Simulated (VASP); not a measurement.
Input of a VASP 6.6.1 run:

Contents of INCAR:

```
PREC = Accurate
ENCUT = 520
EDIFF = 1E-6
ISMEAR = 0
SIGMA = 0.1
LREAL = F
LASPH = T
NELM = 60
ALGO = Normal
ISIF = 2
LWAVE = F
LCHARG = F
GGA = PE
NBANDS = 27
```

The input KPOINTS:

```
Automatic mesh
0
Gamma
  12 12 12
```

File POSCAR:

```
ZrB2
1.0
   -2.2434831107      2.2434831107      3.1535550817
    2.2434831107     -2.2434831107      3.1535550817
    2.2434831107      2.2434831107     -3.1535550817
Zr B
2 4
Direct
    0.0594589445      0.0594589445      0.0000000000
    0.8094589445      0.3094589445      0.5000000000
    0.4588128153      0.6685376813      0.7902751340
    0.8782625473      0.6685376813      0.2097248660
    0.4185376813      0.7088128153      0.2902751340
    0.4185376813      0.1282625473      0.7097248660
```

Potentials or basis: VASP PAW PBE potentials, release 64 (Zr_sv, B).

Command:

```console
$ cat potpaw_PBE.64/Zr_sv/POTCAR potpaw_PBE.64/B/POTCAR > POTCAR
$ mpirun -np 1 vasp_std > vasp.out
```

Task: What does it give for the band gap on the k mesh?

Result: Zero (bands 18 and 19 overlap by 0.54 eV).

Task: Predict the largest force.

Result: 0.008 eV/Å.

Forces in eV/Å, atoms in the order of the input:
```
Zr   0.000  0.000  0.002
Zr   0.000  0.000  0.002
B    0.000 -0.008 -0.001
B    0.000  0.008 -0.001
B   -0.008  0.000 -0.001
B    0.008  0.000 -0.001
```
